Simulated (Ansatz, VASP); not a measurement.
CaBe2O3: VASP beside Ansatz

```
CELL_PARAMETERS angstrom
3.59750 0.00000 0.00000
-1.79875 3.11553 0.00000
0.00000 0.00000 7.64202
ATOMIC_POSITIONS crystal
Ca 0.66667 0.33333 0.00000
Be 0.33333 0.66667 0.37454
Be 0.33333 0.66667 0.62546
O 0.66667 0.33333 0.50000
O 0.00000 0.00000 0.00000
O 0.00000 0.00000 0.50000
```

Change from the starting cell: species swapped into the Ce2Si3Ni type (P-6m2, No. 187).

Alike in both runs: functional PBE; k mesh 12 × 12 × 6; occupations gaussian, width 0.1 eV; no spin polarisation.

Ansatz relaxed the structure, and its values are those at the end. VASP's run is a single point on that final structure, the one shown.

|  | VASP | Ansatz |
| --- | --- | --- |
| version | VASP 6.6.1 | Ansatz 0.2.0 |
| potentials or method | VASP PAW PBE potentials, release 64 (Ca_sv, Be, O), cutoff 520 eV | scalar-relativistic, plane waves, PAW |
| valence electrons in the cell | 32 | 32 |

VASP gave:

| Property | Result |
| --- | --- |
| gap on the k mesh at the Fermi level (eV) | none |
| pressure (GPa) | 0.2 |

Question: Estimate Ansatz's values.

Answer: gap on the k mesh at the Fermi level (eV): none; pressure (GPa): 0.0.

A gap of «none» marks a metal or a gap that the smearing closes.
